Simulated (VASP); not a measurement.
**AlN: single point with PBE**

The system is AlN.

```
Al N
1.0
     0.00000    1.88686    1.88686
     1.88686    0.00000    1.88686
     1.88686    1.88686    0.00000
Al N
1 1
Direct
  0.00000 0.00000 0.00000
  0.50000 0.50000 0.50000
```

```
Program                : VASP 6.6.1
Task                   : single point
Functional             : PBE
Potentials or basis    : VASP PAW PBE potentials, release 64 (Al, N)
Cutoff                 : 600 eV
k mesh                 : 8 × 8 × 8
Occupations            : fermi-dirac, width 0.01 eV
Spin                   : no spin polarisation
Dipole correction      : no
Further INCAR settings : ALGO = Normal; EDIFF = 1e-06; NBANDS = 11
```

| Quantity | Value |
| --- | --- |
| Pressure | 89.0 GPa |
| Band gap on the k mesh | 4.85 eV, indirect (least direct gap 8.23 eV) |

Levels at points of the mesh, in eV from the valence-band top:
| k point | band 1 | band 2 | band 3 | band 4 | band 5 | band 6 | band 7 | band 8 | band 9 |
| --- | --- | --- | --- | --- | --- | --- | --- | --- | --- |
| (0.00, 0.00, 0.00) | -19.59 | 0.00 | 0.00 | 0.00 | 8.99 | 12.80 | 12.80 | 12.80 | 18.54 |
| (0.50, 0.00, 0.00) | -15.44 | -9.75 | -1.52 | -1.52 | 7.52 | 12.78 | 12.78 | 16.33 | 18.88 |
| (0.50, 0.50, 0.00) | -14.16 | -8.88 | -3.37 | -3.37 | 4.85 | 6.80 | 16.77 | 20.78 | 20.78 |

Run time: 7 s on 1 thread of AMD EPYC 7R13 Processor (Zen 3), with other jobs on the host, peak memory 0.1 GiB.

A k mesh can miss the band edges.
